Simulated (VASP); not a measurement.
# Re (P6/mmm) in VASP: a series of runs, part 2 of 2

VASP 6.6.1. Earlier steps stand in the parts before.

## (3) Single point, PBEsol

This run uses another cell than the first one: it holds 1 atom, not 3.

The input, INCAR:

```
SYSTEM = Re
PREC     = Accurate       ! precision mode
ENCUT    = 520            ! plane-wave cutoff, eV
EDIFF    = 1E-6           ! SCF threshold, eV
ISMEAR   = 0              ! smearing method
SIGMA    = 0.1            ! smearing width, eV
LREAL    = .FALSE.        ! projectors in reciprocal space
LASPH    = .TRUE.         ! aspherical terms in the spheres
NELM     = 100            ! most SCF steps
ALGO     = Normal         ! electronic algorithm
ISIF     = 2              ! what is computed and relaxed
LWAVE    = .FALSE.        ! write WAVECAR
LCHARG   = .FALSE.        ! write CHGCAR
GGA      = PS             ! functional
NBANDS   = 10             ! bands
```

The input, KPOINTS:

```
Automatic mesh
0
G
  9 9 8
  0 0 0
```

The input, POSCAR:

```
Re
1.0
    2.7455139773      0.0000000000      0.0000000000
   -1.3727569887      2.3776848508      0.0000000000
    0.0000000000      0.0000000000      2.4381069124
Re
1
Direct
    0.0000000000      0.0000000000      0.0000000000
```

Potentials or basis: VASP PAW PBE potentials, release 64 (Re).

Launch:

```sh
$ cat potpaw_PBE.64/Re/POTCAR > POTCAR
$ mpirun -np 1 vasp_std > vasp.out
```

OUTCAR:

```text
SYSTEM = Re
   PREC = Accurate
   ENCUT = 520
   EDIFF = 1E-6
   ISMEAR = 0
   LREAL = .FALSE.
   LASPH = .TRUE.
   NELM = 100
   ISIF = 2
   GGA = PS

 ion  position               nearest neighbor table
   1  0.000  0.000  0.000-

  LATTYP: Found a hexagonal cell.
 ALAT       =     2.7455139773
 C/A-ratio  =     0.8880329631

  Lattice vectors:

 A1 = (   2.7455139773,   0.0000000000,   0.0000000000)
 A2 = (  -1.3727569887,   2.3776848508,   0.0000000000)
 A3 = (   0.0000000000,   0.0000000000,   2.4381069124)

Analysis of symmetry for initial positions (statically):
=====================================================================
 Subroutine PRICEL returns:
 Original cell was already a primitive cell.

 Routine SETGRP: Setting up the symmetry group for a
 hexagonal supercell.

 Subroutine GETGRP returns: Found 24 space group operations
 (whereof 24 operations were pure point group operations)
 out of a pool of 24 trial point group operations.

The static configuration has the point symmetry D_6h.

Analysis of symmetry for dynamics (positions and initial velocities):
[... 161 lines left out ...]
 fundamental gap:      0.0625696423
 Fermi energy:         7.3011437289

 k-point     1 :       0.0000    0.0000    0.0000
  band No.  band energies     occupation
      1      -2.4619      2.00000
      2       1.5748      2.00000
      3       5.3227      2.00000
      4       5.3227      2.00000
      5      11.4428      0.00000
      6      11.4428      0.00000
      7      20.5721      0.00000
      8      24.5030      0.00000
      9      27.7534      0.00000
     10      27.7534      0.00000
[... 287 lines left out ...]
 k-point    24 :       0.3333    0.3333    0.1250
  band No.  band energies     occupation
      1       3.4367      2.00000
      2       3.8711      2.00000
      3       3.8711      2.00000
      4       8.0460      0.00000
      5       8.0460      0.00000
      6      13.2338      0.00000
      7      16.6291      0.00000
      8      16.6291      0.00000
      9      29.4748      0.00000
     10      29.4748      0.00000

 [... further k-points ...]

------------------------ aborting loop because EDIFF is reached ----------------------------------------

  FORCE on cell =-STRESS in cart. coord.  units (eV):
  Direction    XX          YY          ZZ          XY          YZ          ZX
  --------------------------------------------------------------------------------------
  -------------------------------------------------------------------------------------
  Total        0.0389038      0.0389038     -0.2964032     -0.0000000      0.0000000      0.0000000
  in kB        3.9162595      3.9162595    -29.8375211     -0.0000000      0.0000000      0.0000000
  external PRESSURE =      -7.3350007 kB  Pullay stress =       0.0000000 kB

 VOLUME and BASIS-vectors are now :
 -----------------------------------------------------------------------------
  energy-cutoff  :      520.00
  volume of cell :       15.92
      direct lattice vectors                 reciprocal lattice vectors
     2.745513977  0.000000000  0.000000000     0.364230526  0.210288592  0.000000000
    -1.372756989  2.377684851  0.000000000     0.000000000  0.420577184  0.000000000
     0.000000000  0.000000000  2.438106912     0.000000000  0.000000000  0.410154286

 POSITION                                       TOTAL-FORCE (eV/Angst)
 -----------------------------------------------------------------------------------
      0.00000      0.00000      0.00000         0.000000      0.000000      0.000000
 -----------------------------------------------------------------------------------
    total drift:                                0.000000      0.000000      0.000000

  FREE ENERGIE OF THE ION-ELECTRON SYSTEM (eV)
  ---------------------------------------------------
  free  energy   TOTEN  =       -12.2920838391 eV

  energy  without entropy=      -12.2864032653  energy(sigma->0) =      -12.28924355
```

stdout:

```text
POSCAR found type information on POSCAR Re
 POSCAR found :  1 types and       1 ions
 scaLAPACK will be used
 -----------------------------------------------------------------------------
|                                                                             |
|                                                                             |
|     You enforced a specific xc type in the INCAR file but a different       |
|     I HOPE YOU KNOW WHAT YOU ARE DOING!                                     |
|                                                                             |
 -----------------------------------------------------------------------------

 LDA part: xc-table for (Slater+PW92), standard interpolation
 POSCAR, INCAR and KPOINTS ok, starting setup
 FFT: planning ... GRIDC
 FFT: planning ... GRID_SOFT
 FFT: planning ... GRID
 WAVECAR not read
 entering main loop
```

It took 6 s on 1 thread of Intel Xeon Platinum 8488C (Sapphire Rapids), shared host; peak memory 0.12 GiB.

Results:

```
Free energy            : -12.2921 eV
Pressure               : -0.7 GPa
Band gap on the k mesh : zero (an odd number of electrons rules out a gap without spin polarisation)
```

Caveat: the PAW data sets were made with another functional, which shifts forces and pressure a little; spin-orbit coupling is left out, which moves the levels of the heavy elements.

The gap in the log of VASP goes by the Fermi energy; the results here count the filled bands.